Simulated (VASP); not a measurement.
Al, 1 atom in the cell. It takes space group I4/mmm (No. 139, tetragonal). Conventional cell: a = 3.084 Å, b = 3.084 Å, c = 2.965 Å, α = 90.00°, β = 90.00°, γ = 90.00°. Within 3.5 Å of Al (site symmetry 4/mmm) lie 14 Al at 2.64 to 3.08 Å. 

| Quantity | Value |
| --- | --- |
| Program | VASP 6.6.1 |
| Task | single point |
| Functional | PBE |
| Dispersion | D3(BJ) |
| Potentials or basis | VASP PAW PBE potentials, release 64 (Al) |
| Cutoff | 520 eV |
| k mesh | 22 × 22 × 22 |
| Occupations | gaussian, width 0.15 eV |
| Spin | no spin polarisation |
| Dipole correction | no |
| Further INCAR settings | ALGO = Fast; EDIFF = 1e-07; NBANDS = 8 |

Potentials or basis: VASP PAW PBE potentials, release 64 (Al).

Launch:

```console
$ cat potpaw_PBE.64/Al/POTCAR > POTCAR
$ mpirun -np 1 vasp_std > vasp.out
```

Hardware: 1 thread of Intel(R) Xeon(R) Platinum 8559C (Emerald Rapids), on a shared host.

Estimate the wall time of this run.

It took 44 s on 1 thread of Intel(R) Xeon(R) Platinum 8559C (Emerald Rapids), on a shared host, peak memory 0.2 GiB. Counts: scf iterations 13, k points 834.
